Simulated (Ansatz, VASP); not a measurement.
**One calculation of Os, two programs**

```
Os
1.0
     2.69333    0.00000    0.00000
    -1.34666    2.33249    0.00000
     0.00000    0.00000    4.24646
Os
2
Direct
  0.33333 0.66667 0.25000
  0.66667 0.33333 0.75000
```

Alike in both runs: task single point; functional PBEsol; k mesh 22 × 22 × 12; occupations fermi-dirac, width 0.1 eV; no spin polarisation.

|  | VASP | Ansatz |
| --- | --- | --- |
| version | VASP 6.6.1 | Ansatz 0.2.0 |
| potentials or method | VASP PAW PBE potentials, release 64 (Os), cutoff 520 eV | plane waves (420 eV) with PAW, scalar-relativistic |
| valence electrons in the cell | 16 | 32 |

|  | VASP | Ansatz | Ansatz less VASP |
| --- | --- | --- | --- |
| pressure (GPa) | 20.6 | 19.5 | -1.13 |
| traceless stress, the component that is largest in VASP (GPa) | 1.54 | 1.59 | +0.053 |

VASP's potentials were made for PBE, not for PBEsol, and Ansatz warns of the same on its side. The functional is the same, so the differences come from potentials, cutoffs and numerics. VASP's potentials hold 16 valence electrons a cell and Ansatz's 32, so a difference there can come from the potentials and not from the codes.

Spin-orbit coupling is off throughout.
